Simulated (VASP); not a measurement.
A run of VASP 6.6.1 is set up as follows.

INCAR

```
PREC     = Accurate       # precision mode
ENCUT    = 600            # plane-wave cutoff, eV
EDIFF    = 1E-6           # SCF threshold, eV
ISMEAR   = 0              # smearing method
SIGMA    = 0.1            # smearing width, eV
LREAL    = False          # projectors in reciprocal space
LASPH    = True           # aspherical terms in the spheres
NELM     = 120            # most SCF steps
ALGO     = Normal         # electronic algorithm
ISIF     = 2              # what is computed and relaxed
LWAVE    = False          # write WAVECAR
LCHARG   = False          # write CHGCAR
GGA      = PE             # functional
NBANDS   = 16             # bands
GGA_COMPAT= False
```

File KPOINTS:

```
regular mesh
0
Gamma
  6 4 6
```

The input POSCAR:

```
SiC
1.0
    3.0969278908      0.0000000000      0.0000000000
    0.0000000000      4.3797173765      0.0000000000
    0.0000000000      0.0000000000      3.0969278908
Si C
2 2
Direct
    0.0000000000      0.0000000000      0.0000000000
    0.5000000000      0.5000000000      0.5000023000
    0.5000000000      0.2500000000      0.0000000000
    1.0000000000      0.7500000000      0.5000023000
```

Potentials or basis: VASP PAW PBE potentials, release 64 (Si, C).

Command:

```console
$ cat potpaw_PBE.64/Si/POTCAR potpaw_PBE.64/C/POTCAR > POTCAR
$ mpirun -np 1 vasp_std > vasp.out
```

(1) What does it give for the pressure?

(2) Estimate the band gap on the k mesh.

Answers

(1) -0.2 GPa.

(2) 1.37 eV.
